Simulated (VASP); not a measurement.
# Li (P6_3/mmc) in VASP: notebook

Aim: see how the results for Li move with the level of theory and the settings. Levels: PBEsol, LDA, PBE. Tasks: single point, relaxation of cell and atoms.

All numbers are computed with VASP 6.6.1; they aren't measurements. Logs are shortened: lines on timing, memory, paths and dates and some standing lists are left out, and cuts for length are marked.

### 1 The cell of the first run

Symmetry: P6_3/mmc, No. 194, hexagonal system. Conventional cell: a = 3.054 Å, b = 3.054 Å, c = 4.995 Å, α = 90.00°, β = 90.00°, γ = 120.00°. Within 4.0 Å of Li (site symmetry -6m2) lie 12 Li at 3.05 to 3.06 Å.

### 2 Single point, PBEsol

INCAR reads:

```
PREC     = Accurate       # precision mode
ENCUT    = 520            # plane-wave cutoff, eV
EDIFF    = 1E-6           # SCF threshold, eV
ISMEAR   = -1             # smearing method
SIGMA    = 0.05           # smearing width, eV
LREAL    = False          # projectors in reciprocal space
LASPH    = True           # aspherical terms in the spheres
NELM     = 100            # most SCF steps
ALGO     = Normal         # electronic algorithm
ISIF     = 2              # what is computed and relaxed
LWAVE    = False          # write WAVECAR
LCHARG   = False          # write CHGCAR
GGA      = PS             # functional
NBANDS   = 10             # bands
```

KPOINTS reads:

```
regular mesh
0
Gamma
  16 16 9
```

POSCAR reads:

```
Li
1.0
    3.0544211454      0.0000000000      0.0000000000
   -1.5272105727      2.6452063058      0.0000000000
    0.0000000000      0.0000000000      4.9952014092
Li
2
Direct
    0.3333333333      0.6666666667      0.2500000000
    0.6666666667      0.3333333333      0.7500000000
```

Potentials or basis: VASP PAW PBE potentials, release 64 (Li_sv).

On the command line:

```
$ cat potpaw_PBE.64/Li_sv/POTCAR > POTCAR
$ mpirun -np 1 vasp_std > vasp.out
```

OUTCAR:

```text
PREC = Accurate
   ENCUT = 520
   EDIFF = 1E-6
   ISMEAR = -1
   LREAL = False
   LASPH = True
   NELM = 100
   ISIF = 2
   GGA = PS

 ion  position               nearest neighbor table
   1  0.333  0.667  0.250-
   2  0.667  0.333  0.750-

  LATTYP: Found a hexagonal cell.
 ALAT       =     3.0544211454
 C/A-ratio  =     1.6354003497

  Lattice vectors:

 A1 = (   3.0544211454,   0.0000000000,   0.0000000000)
 A2 = (  -1.5272105727,   2.6452063058,   0.0000000000)
 A3 = (   0.0000000000,   0.0000000000,   4.9952014092)

Analysis of symmetry for initial positions (statically):
=====================================================================
 Subroutine PRICEL returns:
 Original cell was already a primitive cell.

 Routine SETGRP: Setting up the symmetry group for a
 hexagonal supercell.

 Subroutine GETGRP returns: Found 24 space group operations
 (whereof 12 operations were pure point group operations)
 out of a pool of 24 trial point group operations.

The static configuration has the point symmetry D_3d.
 The point group associated with its full space group is D_6h.

Analysis of symmetry for dynamics (positions and initial velocities):
=====================================================================
 Subroutine PRICEL returns:
 Original cell was already a primitive cell.

 Routine SETGRP: Setting up the symmetry group for a
 hexagonal supercell.

 Subroutine GETGRP returns: Found 24 space group operations
 (whereof 12 operations were pure point group operations)
 out of a pool of 24 trial point group operations.

The dynamic configuration has the point symmetry D_3d.
 The point group associated with its full space group is D_6h.

 Subroutine INISYM returns: Found 24 space group operations
 (whereof 12 operations are pure point group operations),
 and found     1 'primitive' translations

----------------------------------------------------------------------------------------

                                     Primitive cell

  volume of cell :      40.3591

  direct lattice vectors                    reciprocal lattice vectors
     3.054421145  0.000000000  0.000000000     0.327394276  0.189021173  0.000000000
    -1.527210573  2.645206306  0.000000000     0.000000000  0.378042347  0.000000000
     0.000000000  0.000000000  4.995201409     0.000000000  0.000000000  0.200192128

  length of vectors
     3.054421145  3.054421145  4.995201409     0.378042347  0.378042347  0.200192128

  position of ions in fractional coordinates (direct lattice)
     0.333333333  0.666666667  0.250000000
     0.666666667  0.333333333  0.750000000

  ion indices of the primitive-cell ions
   primitive index   ion index
                 1           1
                 2           2

----------------------------------------------------------------------------------------

 KPOINTS: regular mesh

Automatic generation of k-mesh.
 Grid dimensions read from file:
 generate k-points for:   16   16    9

 Generating k-lattice:

  Cartesian coordinates                     Fractional coordinates (reciprocal lattice)
     0.020462142  0.011813823  0.000000000     0.062500000  0.000000000  0.000000000
     0.000000000  0.023627647  0.000000000     0.000000000  0.062500000  0.000000000
     0.000000000  0.000000000  0.022243570     0.000000000  0.000000000  0.111111111

  Length of vectors
     0.023627647  0.023627647  0.022243570

  Shift w.r.t. Gamma in fractional coordinates (k-lattice)
     0.000000000  0.000000000  0.000000000

 Subroutine IBZKPT returns following result:
 ===========================================

 Found    150 irreducible k-points:

 Following reciprocal coordinates:
            Coordinates               Weight
  0.000000  0.000000  0.000000      1.000000
  0.062500 -0.000000  0.000000      6.000000
  0.125000 -0.000000  0.000000      6.000000
  0.187500 -0.000000  0.000000      6.000000
  0.250000 -0.000000  0.000000      6.000000
  0.312500 -0.000000  0.000000      6.000000
[... 16 lines left out ...]
  0.187500  0.187500  0.000000      6.000000
  0.250000  0.187500  0.000000     12.000000
 [... further k-points ...]
   k-points           NKPTS =    150   k-points in BZ     NKDIM =    150   number of bands    NBANDS=     10
   number of dos      NEDOS =    301   number of ions     NIONS =      2
   total plane-waves  NPLWV =  23040
   dimension x,y,z NGX =    24 NGY =   24 NGZ =   40
   dimension x,y,z NGXF=    48 NGYF=   48 NGZF=   80
   ions per type =               2
   NGX,Y,Z   is equivalent  to a cutoff of  13.06, 13.06, 13.31 a.u.
   NGXF,Y,Z  is equivalent  to a cutoff of  26.13, 26.13, 26.62 a.u.
 SYSTEM =  unknown system
   PREC   = accura    normal or accurate (medium, high low for compatibility)
   ISTART =      0    job   : 0-new  1-cont  2-samecut
   ICHARG =      2    charge: 1-file 2-atom 10-const
   ISPIN  =      1    spin polarized calculation?
   LNONCOLLINEAR =      F non collinear calculations
   LSORBIT =      F    spin-orbit coupling
   LASPH  =      T    aspherical Exc in radial PAW
   ENCUT  =  520.0 eV  38.22 Ry    6.18 a.u.   5.68  5.68  9.29*2*pi/ulx,y,z
   NELM   =    100;   NELMIN=  2; NELMDL= -5     # of ELM steps
   EDIFF  = 0.1E-05   stopping-criterion for ELM
   LREAL  =      F    real-space projection
   EDIFFG = 0.1E-04   stopping-criterion for IOM
   NSW    =      0    number of steps for IOM
   IBRION =     -1    ionic relax: 0-MD 1-quasi-New 2-CG
   NFREE  =      0    steps in history (QN), initial steepest desc. (CG)
   ISIF   =      2    stress and relaxation
   ISYM   =      2    0-nonsym 1-usesym 2-fastsym
   POTIM  = 0.5000    time-step for ionic-motion
   TEBEG  =    0.0;   TEEND  =   0.0 temperature during run
   PSTRESS=    0.0 pullay stress
   NELECT =       6.0000    total number of electrons
   NUPDOWN=      -1.0000    fix difference up-down
   EMIN   =  10.00;   EMAX   =-10.00  energy-range for DOS
   EFERMI =   0.00;   METHOD = LEGACY
   ISMEAR =    -1;   SIGMA  =   0.05  broadening in eV -4-tet -1-fermi 0-gaus
   EFERMI_NEDOS =   21; number of points for ismear=-14 and -15
   IALGO  =     38    algorithm
   IMIX   =      4    mixing-type and parameters
     AMIX     =   0.40;   BMIX     =  1.00
     AMIX_MAG =   1.60;   BMIX_MAG =  1.00
  volume/ion in A,a.u.               =      20.18       136.18
  Fermi-wavevector in a.u.,A,eV,Ry     =   0.867251  1.638867 10.233270  0.752124
  Thomas-Fermi vector in A             =   1.985758
   LORBIT       =      0    0 simple, 1 ext, 2 COOP (PROOUT), +10 PAW based schemes
   GGA     = PS    functional components
   LHFCALC =     F    Hartree Fock is set to
   AEXX    =    0.0000 exact exchange contribution
   IVDW    =     0    specifies the selected vdW correction
   LEPSILON=     F    determine dielectric tensor
   LRPA    =     F    only Hartree local field effects (RPA)
 non-spin polarized calculation
  energy-cutoff  :      520.00
  volume of cell :       40.36
 maximum number of plane-waves:      1106
 NGX is ok and might be reduce to    24
   NGX = 11   NGY = 11   NGZ = 19

 number of electron       6.0000001 magnetization

 Free energy of the ion-electron system (eV)
  ---------------------------------------------------
  ext. energy  EPLUGINS =         0.00000000
  ---------------------------------------------------
  free energy    TOTEN  =        -3.94075560 eV

  energy without entropy =       -3.93377660  energy(sigma->0) =       -3.93726610

 E-fermi :   0.6351     XC(G=0):  -7.0286

 val. band max:        0.6350340186   @ k =   0.4375   0.0625   0.2222
 cond. band min:       0.6397769692   @ k =   0.3750  -0.0000   0.4444
 fundamental gap:      0.0047429506
 Fermi energy:         0.6350769066

 k-point     1 :       0.0000    0.0000    0.0000
  band No.  band energies     occupation
      1     -45.2660      2.00000
      2     -45.2468      2.00000
      3      -2.9218      2.00000
      4       0.6118      1.22906
      5       3.5745      0.00000
      6      13.1645      0.00000
      7      13.1645      0.00000
      8      14.5634      0.00000
      9      14.5635      0.00000
     10      15.1543      0.00000

 k-point     2 :       0.0625   -0.0000    0.0000
  band No.  band energies     occupation
      1     -45.2653      2.00000
      2     -45.2464      2.00000
      3      -2.8596      2.00000
      4       0.6941      0.46978
      5       3.5979      0.00000
      6      12.4575      0.00000
      7      12.6663      0.00000
      8      14.5501      0.00000
      9      14.8882      0.00000
     10      15.0907      0.00000

 k-point     3 :       0.1250   -0.0000    0.0000
  band No.  band energies     occupation
      1     -45.2635      2.00000
      2     -45.2454      2.00000
      3      -2.6728      2.00000
      4       0.9411      0.00439
      5       3.6641      0.00000
      6      10.9858      0.00000
      7      11.8354      0.00000
      8      14.4862      0.00000
      9      14.7642      0.00000
     10      15.0639      0.00000

 k-point     4 :       0.1875   -0.0000    0.0000
  band No.  band energies     occupation
      1     -45.2606      2.00000
      2     -45.2441      2.00000
      3      -2.3615      2.00000
      4       1.3520      0.00000
      5       3.7532      0.00000
      6       9.3975      0.00000
      7      11.0425      0.00000
      8      13.7884      0.00000
      9      13.8906      0.00000
     10      14.5916      0.00000
[... 222 lines left out ...]
 k-point    22 :       0.4375    0.1250    0.0000
  band No.  band energies     occupation
      1     -45.2456      2.00000
      2     -45.2403      2.00000
      3       0.7887      0.08856
      4       1.8730      0.00000
      5       5.5779      0.00000
      6       6.4115      0.00000
      7       6.7029      0.00000
      8       6.9189      0.00000
      9      10.3980      0.00000
     10      12.7131      0.00000

 k-point    23 :       0.1875    0.1875    0.0000
  band No.  band energies     occupation
      1     -45.2524      2.00000
      2     -45.2411      2.00000
      3      -1.2353      2.00000
      4       2.8235      0.00000
      5       3.9584      0.00000
      6       6.5392      0.00000
      7       8.2151      0.00000
      8      11.2648      0.00000
      9      12.3747      0.00000
     10      12.7969      0.00000

 k-point    24 :       0.2500    0.1875    0.0000
  band No.  band energies     occupation
      1     -45.2493      2.00000
      2     -45.2404      2.00000
      3      -0.6102      2.00000
      4       3.6325      0.00000
      5       3.8336      0.00000
      6       5.5515      0.00000
      7       7.6279      0.00000
      8       9.9828      0.00000
      9      11.6709      0.00000
     10      12.0709      0.00000

 [... further k-points ...]
[... 5 lines left out ...]
  --------------------------------------------------------------------------------------
  -------------------------------------------------------------------------------------
  Total       -0.0219537     -0.0219537     -0.0124997     -0.0000000      0.0000000      0.0000000
  in kB       -0.8715206     -0.8715206     -0.4962135     -0.0000000      0.0000000      0.0000000
  external PRESSURE =      -0.7464182 kB  Pullay stress =       0.0000000 kB

 VOLUME and BASIS-vectors are now :
 -----------------------------------------------------------------------------
  energy-cutoff  :      520.00
  volume of cell :       40.36
      direct lattice vectors                 reciprocal lattice vectors
     3.054421145  0.000000000  0.000000000     0.327394276  0.189021173  0.000000000
    -1.527210573  2.645206306  0.000000000     0.000000000  0.378042347  0.000000000
     0.000000000  0.000000000  4.995201409     0.000000000  0.000000000  0.200192128

 POSITION                                       TOTAL-FORCE (eV/Angst)
 -----------------------------------------------------------------------------------
     -0.00000      1.76347      1.24880         0.000000      0.000000      0.000000
      1.52721      0.88174      3.74640         0.000000     -0.000000      0.000000
 -----------------------------------------------------------------------------------
    total drift:                                0.000000     -0.000000      0.000000

  FREE ENERGIE OF THE ION-ELECTRON SYSTEM (eV)
  ---------------------------------------------------
  free  energy   TOTEN  =        -3.9407556044 eV

  energy  without entropy=       -3.9337766017  energy(sigma->0) =       -3.93726610
```

Run time: 14 s. Hardware: 1 thread of Intel Xeon 6975P-C, shared host; peak memory 0.18 GiB.

What came out:

- Free energy: -3.9408 eV
- Band gap on the k mesh: zero (band 3 reaches 2.43 eV, above the bottom of band 4 at -1.55 eV)

Caveat: the cutoff is under 1.25 times the usual one of these potentials, so pressure, stress and relaxed cells hold a basis-set (Pulay) error; the PAW data sets were made with another functional, which shifts forces and pressure a little.

(Part 1 of 2 ends here.)
